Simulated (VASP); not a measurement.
# Ni (Im-3m) in VASP: a series of runs

Runs on Ni. Level: PBEsol. Tasks: single point, relaxation of cell and atoms.

Program: VASP 6.6.1. These are calculated values, not measurements. Logs are shortened: lines on timing, memory, paths and dates and some standing lists are left out, and cuts for length are marked.

### 1 The cell of the first run

Symmetry: Im-3m, No. 229, cubic system. The conventional cell has a = 2.756 Å, b = 2.756 Å, c = 2.756 Å, α = 90.00°, β = 90.00°, γ = 90.00°. Ni (site symmetry m-3m) has 14 Ni at 2.39 to 2.76 Å within 3.2 Å.

This isn't the form of Ni at room conditions, which is fcc.

### 2 Single point, PBEsol, collinear spin, ferromagnetic start

The input, INCAR:

```
SYSTEM = Ni
PREC = Accurate ; ENCUT = 520
EDIFF = 1E-6 ; ISMEAR = -1
SIGMA = 0.08 ; LREAL = .FALSE.
LASPH = .TRUE. ; NELM = 150
ALGO = Normal ; ISIF = 2
LWAVE = .FALSE. ; LCHARG = .TRUE.
ISPIN = 2 ; MAGMOM = 1
LORBIT = 11 ; LMAXMIX = 4
GGA = PS ; LELF = .TRUE.
LVHAR = .TRUE. ; NBANDS = 15
```

The input, KPOINTS:

```
regular mesh
0
G
  21 21 21
  0 0 0
```

The input, POSCAR:

```
Ni
1.0
   -1.3781170589      1.3781170589      1.3781170589
    1.3781170589     -1.3781170589      1.3781170589
    1.3781170589      1.3781170589     -1.3781170589
Ni
1
Direct
    0.0000000000      0.0000000000      0.0000000000
```

Potentials or basis: VASP PAW PBE potentials, release 64 (Ni).

Command:

```
> cat potpaw_PBE.64/Ni/POTCAR > POTCAR
> mpirun -np 1 vasp_std > vasp.out
```

OUTCAR:

```text
SYSTEM = Ni
   PREC = Accurate
   ENCUT = 520
   EDIFF = 1E-6
   ISMEAR = -1
   LREAL = .FALSE.
   LASPH = .TRUE.
   NELM = 150
   ISIF = 2
   ISPIN = 2
   LORBIT = 11
   GGA = PS

 ion  position               nearest neighbor table
   1  0.000  0.000  0.000-

  LATTYP: Found a body centered cubic cell.
 ALAT       =     2.7562341178

  Lattice vectors:

 A1 = (  -1.3781170589,   1.3781170589,   1.3781170589)
 A2 = (   1.3781170589,  -1.3781170589,   1.3781170589)
 A3 = (   1.3781170589,   1.3781170589,  -1.3781170589)

Analysis of symmetry for initial positions (statically):
=====================================================================
 Subroutine PRICEL returns:
 Original cell was already a primitive cell.

 Routine SETGRP: Setting up the symmetry group for a
 body centered cubic supercell.

 Subroutine GETGRP returns: Found 48 space group operations
 (whereof 48 operations were pure point group operations)
 out of a pool of 48 trial point group operations.

The static configuration has the point symmetry O_h .

Analysis of symmetry for dynamics (positions and initial velocities):
=====================================================================
 Subroutine PRICEL returns:
 Original cell was already a primitive cell.

 Routine SETGRP: Setting up the symmetry group for a
 body centered cubic supercell.

 Subroutine GETGRP returns: Found 48 space group operations
 (whereof 48 operations were pure point group operations)
 out of a pool of 48 trial point group operations.

The dynamic configuration has the point symmetry O_h .

Analysis of structural, dynamic, and magnetic symmetry:
=====================================================================
 Subroutine PRICEL returns:
 Original cell was already a primitive cell.

 Routine SETGRP: Setting up the symmetry group for a
 body centered cubic supercell.

 Subroutine GETGRP returns: Found 48 space group operations
 (whereof 48 operations were pure point group operations)
 out of a pool of 48 trial point group operations.

The overall configuration has the point symmetry O_h .

 Subroutine INISYM returns: Found 48 space group operations
 (whereof 48 operations are pure point group operations),
 and found     1 'primitive' translations

----------------------------------------------------------------------------------------

                                     Primitive cell

  volume of cell :      10.4693

  direct lattice vectors                    reciprocal lattice vectors
    -1.378117059  1.378117059  1.378117059     0.000000000  0.362813882  0.362813882
     1.378117059 -1.378117059  1.378117059     0.362813882  0.000000000  0.362813882
     1.378117059  1.378117059 -1.378117059     0.362813882  0.362813882  0.000000000

  length of vectors
     2.386968765  2.386968765  2.386968765     0.513096313  0.513096313  0.513096313

  position of ions in fractional coordinates (direct lattice)
     0.000000000  0.000000000  0.000000000

  ion indices of the primitive-cell ions
   primitive index   ion index
                 1           1

----------------------------------------------------------------------------------------

 KPOINTS: regular mesh

Automatic generation of k-mesh.
 Grid dimensions read from file:
 generate k-points for:   21   21   21

 Generating k-lattice:

  Cartesian coordinates                     Fractional coordinates (reciprocal lattice)
     0.000000000  0.017276852  0.017276852     0.047619048  0.000000000  0.000000000
     0.017276852  0.000000000  0.017276852     0.000000000  0.047619048  0.000000000
     0.017276852  0.017276852  0.000000000     0.000000000  0.000000000  0.047619048

  Length of vectors
     0.024433158  0.024433158  0.024433158

  Shift w.r.t. Gamma in fractional coordinates (k-lattice)
     0.000000000  0.000000000  0.000000000

 Subroutine IBZKPT returns following result:
 ===========================================

 Found    286 irreducible k-points:

 Following reciprocal coordinates:
            Coordinates               Weight
  0.000000  0.000000  0.000000      1.000000
  0.047619  0.000000  0.000000     12.000000
  0.095238  0.000000  0.000000     12.000000
  0.142857  0.000000  0.000000     12.000000
  0.190476  0.000000  0.000000     12.000000
  0.238095  0.000000  0.000000     12.000000
[... 16 lines left out ...]
  0.142857  0.095238  0.000000     48.000000
  0.190476  0.095238  0.000000     48.000000
 [... further k-points ...]
   k-points           NKPTS =    286   k-points in BZ     NKDIM =    286   number of bands    NBANDS=     15
   number of dos      NEDOS =    301   number of ions     NIONS =      1
   total plane-waves  NPLWV =   5832
   dimension x,y,z NGX =    18 NGY =   18 NGZ =   18
   dimension x,y,z NGXF=    36 NGYF=   36 NGZF=   36
   ions per type =               1
   NGX,Y,Z   is equivalent  to a cutoff of  12.54, 12.54, 12.54 a.u.
   NGXF,Y,Z  is equivalent  to a cutoff of  25.07, 25.07, 25.07 a.u.
 SYSTEM =  Ni
   PREC   = accura    normal or accurate (medium, high low for compatibility)
   ISTART =      0    job   : 0-new  1-cont  2-samecut
   ICHARG =      2    charge: 1-file 2-atom 10-const
   ISPIN  =      2    spin polarized calculation?
   LNONCOLLINEAR =      F non collinear calculations
   LSORBIT =      F    spin-orbit coupling
   LASPH  =      T    aspherical Exc in radial PAW
   ENCUT  =  520.0 eV  38.22 Ry    6.18 a.u.   4.44  4.44  4.44*2*pi/ulx,y,z
   NELM   =    150;   NELMIN=  2; NELMDL= -5     # of ELM steps
   EDIFF  = 0.1E-05   stopping-criterion for ELM
   LREAL  =      F    real-space projection
   EDIFFG = 0.1E-04   stopping-criterion for IOM
   NSW    =      0    number of steps for IOM
   IBRION =     -1    ionic relax: 0-MD 1-quasi-New 2-CG
   NFREE  =      0    steps in history (QN), initial steepest desc. (CG)
   ISIF   =      2    stress and relaxation
   ISYM   =      2    0-nonsym 1-usesym 2-fastsym
   POTIM  = 0.5000    time-step for ionic-motion
   TEBEG  =    0.0;   TEEND  =   0.0 temperature during run
   PSTRESS=    0.0 pullay stress
   NELECT =      10.0000    total number of electrons
   NUPDOWN=      -1.0000    fix difference up-down
   EMIN   =  10.00;   EMAX   =-10.00  energy-range for DOS
   EFERMI =   0.00;   METHOD = LEGACY
   ISMEAR =    -1;   SIGMA  =   0.08  broadening in eV -4-tet -1-fermi 0-gaus
   EFERMI_NEDOS =   21; number of points for ismear=-14 and -15
   IALGO  =     38    algorithm
   IMIX   =      4    mixing-type and parameters
     AMIX     =   0.40;   BMIX     =  1.00
     AMIX_MAG =   1.60;   BMIX_MAG =  1.00
  volume/ion in A,a.u.               =      10.47        70.65
  Fermi-wavevector in a.u.,A,eV,Ry     =   1.612261  3.046732 35.366794  2.599386
  Thomas-Fermi vector in A             =   2.707519
   LORBIT       =     11    0 simple, 1 ext, 2 COOP (PROOUT), +10 PAW based schemes
   GGA     = PS    functional components
   LHFCALC =     F    Hartree Fock is set to
   AEXX    =    0.0000 exact exchange contribution
   IVDW    =     0    specifies the selected vdW correction
   LEPSILON=     F    determine dielectric tensor
   LRPA    =     F    only Hartree local field effects (RPA)
 spin polarized calculation
  energy-cutoff  :      520.00
  volume of cell :       10.47
 maximum number of plane-waves:       321
 NGX is ok and might be reduce to    18
   NGX =  9   NGY =  9   NGZ =  9

 number of electron      10.0000010 magnetization       0.5002311

 Free energy of the ion-electron system (eV)
  ---------------------------------------------------
  ext. energy  EPLUGINS =         0.00000000
  ---------------------------------------------------
  free energy    TOTEN  =        -6.05174584 eV

  energy without entropy =       -6.01445666  energy(sigma->0) =       -6.03310125

 E-fermi :   9.6083     XC(G=0): -13.6606

 val. band max:        9.6067922156   @ k =  -0.2381   0.3810   0.0476
 cond. band min:       9.6084296912   @ k =  -0.4762   0.4762   0.0952
 fundamental gap:      0.0016374755
 Fermi energy:         9.6083046868

 spin component 1

 k-point     1 :       0.0000    0.0000    0.0000
  band No.  band energies     occupation
      1       0.4084      1.00000
      2       7.2580      1.00000
      3       7.2580      1.00000
      4       7.2580      1.00000
      5       8.7280      0.99998
      6       8.7280      0.99998
      7      36.4410      0.00000
      8      36.4410      0.00000
      9      36.4410      0.00000
     10      41.5909      0.00000
     11      41.5909      0.00000
     12      42.9371      0.00000
     13      42.9371      0.00000
     14      42.9371      0.00000
     15      43.5276      0.00000
[... 397 lines left out ...]
 k-point    24 :       0.1905    0.0952    0.0000
  band No.  band energies     occupation
      1       2.8808      1.00000
      2       6.8029      1.00000
      3       6.9997      1.00000
      4       8.4236      1.00000
      5       8.4701      1.00000
      6       8.8458      0.99993
      7      26.4785      0.00000
      8      29.7087      0.00000
      9      33.2734      0.00000
     10      36.2721      0.00000
     11      40.2853      0.00000
     12      41.1952      0.00000
     13      47.3046      0.00000
     14      47.6638      0.00000
     15      52.2494      0.00000

 [... further k-points ...]

 spin component 2

 k-point     1 :       0.0000    0.0000    0.0000
  band No.  band energies     occupation
      1       0.4159      1.00000
      2       7.8337      1.00000
      3       7.8337      1.00000
      4       7.8337      1.00000
      5       9.1982      0.99410
      6       9.1982      0.99410
      7      36.3803      0.00000
      8      36.3803      0.00000
      9      36.3803      0.00000
     10      41.5610      0.00000
     11      41.5610      0.00000
     12      43.1032      0.00000
     13      43.1032      0.00000
     14      43.1032      0.00000
     15      43.6734      0.00000
[... 397 lines left out ...]
 k-point    24 :       0.1905    0.0952    0.0000
  band No.  band energies     occupation
      1       2.9082      1.00000
      2       7.3451      1.00000
      3       7.5048      1.00000
      4       8.9109      0.99984
      5       9.0676      0.99884
      6       9.3223      0.97274
      7      26.5869      0.00000
      8      29.7774      0.00000
      9      33.3730      0.00000
     10      36.2935      0.00000
     11      40.3488      0.00000
     12      41.2546      0.00000
     13      47.3350      0.00000
     14      47.7419      0.00000
     15      52.4115      0.00000

 [... further k-points ...]

------------------------ aborting loop because EDIFF is reached ----------------------------------------

  FORCE on cell =-STRESS in cart. coord.  units (eV):
  Direction    XX          YY          ZZ          XY          YZ          ZX
  --------------------------------------------------------------------------------------
  -------------------------------------------------------------------------------------
  Total       -0.0035552     -0.0035552     -0.0035552      0.0000000      0.0000000     -0.0000000
  in kB       -0.5440740     -0.5440740     -0.5440740      0.0000000      0.0000000     -0.0000000
  external PRESSURE =      -0.5440740 kB  Pullay stress =       0.0000000 kB

 VOLUME and BASIS-vectors are now :
 -----------------------------------------------------------------------------
  energy-cutoff  :      520.00
  volume of cell :       10.47
      direct lattice vectors                 reciprocal lattice vectors
    -1.378117059  1.378117059  1.378117059     0.000000000  0.362813882  0.362813882
     1.378117059 -1.378117059  1.378117059     0.362813882  0.000000000  0.362813882
     1.378117059  1.378117059 -1.378117059     0.362813882  0.362813882  0.000000000

 POSITION                                       TOTAL-FORCE (eV/Angst)
 -----------------------------------------------------------------------------------
      0.00000      0.00000      0.00000         0.000000     -0.000000      0.000000
 -----------------------------------------------------------------------------------
    total drift:                                0.000000      0.000000      0.000000

  FREE ENERGIE OF THE ION-ELECTRON SYSTEM (eV)
  ---------------------------------------------------
  free  energy   TOTEN  =        -6.0517458417 eV

  energy  without entropy=       -6.0144566611  energy(sigma->0) =       -6.03310125

 total charge

# of ion       s       p       d       tot
------------------------------------------
    1        0.511   0.529   8.349   9.388

 magnetization (x)

# of ion       s       p       d       tot
------------------------------------------
    1       -0.004  -0.015   0.522   0.504
```

It took 35 s on 1 thread of Intel Xeon 6975P-C (Granite Rapids), shared host; peak memory 0.18 GiB.

Results:

- Free energy: -6.0517 eV
- Pressure: -0.1 GPa
- Net moment: 0.50 μB per cell
- Site moments: Ni +0.50 μB
- Valence electrons inside the program's atomic spheres: Ni 9.39

Caveat: the PAW data sets were made with another functional, which shifts forces and pressure a little.

### 3 Relaxation of cell and atoms, PBEsol, collinear spin, ferromagnetic start

This run uses another cell than the first one, of 10.39 Å³/atom.

The input, INCAR:

```
PREC = Accurate
ENCUT = 600
EDIFF = 1E-6
ISMEAR = -1
SIGMA = 0.08
LREAL = False
LASPH = True
NELM = 150
ALGO = Normal
ISIF = 3
LWAVE = False
LCHARG = False
ISPIN = 2
MAGMOM = 1
LORBIT = 11
LMAXMIX = 4
GGA = PS
IBRION = 2
NSW = 60
EDIFFG = -0.005
```

The input, KPOINTS:

```
Automatic mesh
0
Gamma
  21 21 21
```

The input, POSCAR:

```
Ni
1.0
   -1.3746720981      1.3746720981      1.3746720981
    1.3746720981     -1.3746720981      1.3746720981
    1.3746720981      1.3746720981     -1.3746720981
Ni
1
Direct
    0.0000000000      0.0000000000      0.0000000000
```

Potentials or basis: VASP PAW PBE potentials, release 64 (Ni).

Command:

```
> cat potpaw_PBE.64/Ni/POTCAR > POTCAR
> mpirun -np 1 vasp_std > vasp.out
```

Run time: 62 s. Hardware: 1 thread of Intel Xeon 6975P-C (Granite Rapids), shared host; peak memory 0.18 GiB.

The run converged. Its results:

* Free energy: -6.0515 eV
* Relaxed volume: 10.46 Å³/atom
* Relaxed cell: a = 2.387 Å, b = 2.387 Å, c = 2.387 Å, α = 109.47°, β = 109.47°, γ = 109.47°
* Space group after relaxing (to 0.1 Å): Im-3m (No. 229)
* Energy gained by relaxing: 0.3 meV/atom
* Ionic steps: 4
* Pressure after relaxing: -0.1 GPa
* Net moment: 0.50 μB per cell
* Site moments: Ni +0.50 μB
* Valence electrons inside the program's atomic spheres: Ni 9.39

Step by step:
```tsv
step	energy change (eV)	largest force (eV/Å)	pressure (GPa)	volume (Å³)
1	0.0000	0.0000	1.50	10.39
2	0.0001	0.0000	-1.57	10.54
3	-0.0003	0.0000	0.09	10.46
4	-0.0003	0.0000	-0.06	10.46
```

Final structure:
```
CELL_PARAMETERS angstrom
-1.37788 1.37788 1.37788
1.37788 -1.37788 1.37788
1.37788 1.37788 -1.37788
ATOMIC_POSITIONS crystal
Ni 0.00000 0.00000 0.00000
```

Levels at points of the mesh, in eV from the Fermi level:
Spin up:
| k point | band 3 | band 4 | band 5 | band 6 | band 7 | band 8 |
| --- | --- | --- | --- | --- | --- | --- |
| (0.00, 0.00, 0.00) | -2.35 | -2.35 | -0.88 | -0.88 | 26.84 | 26.84 |
Spin down:
```
           k point  band 2  band 3  band 4  band 5  band 6  band 7  band 8  band 9
(0.00, 0.00, 0.00)   -1.78   -1.78   -1.78   -0.41   -0.41   26.78   26.78   26.78
```

Caveat: the PAW data sets were made with another functional, which shifts forces and pressure a little.
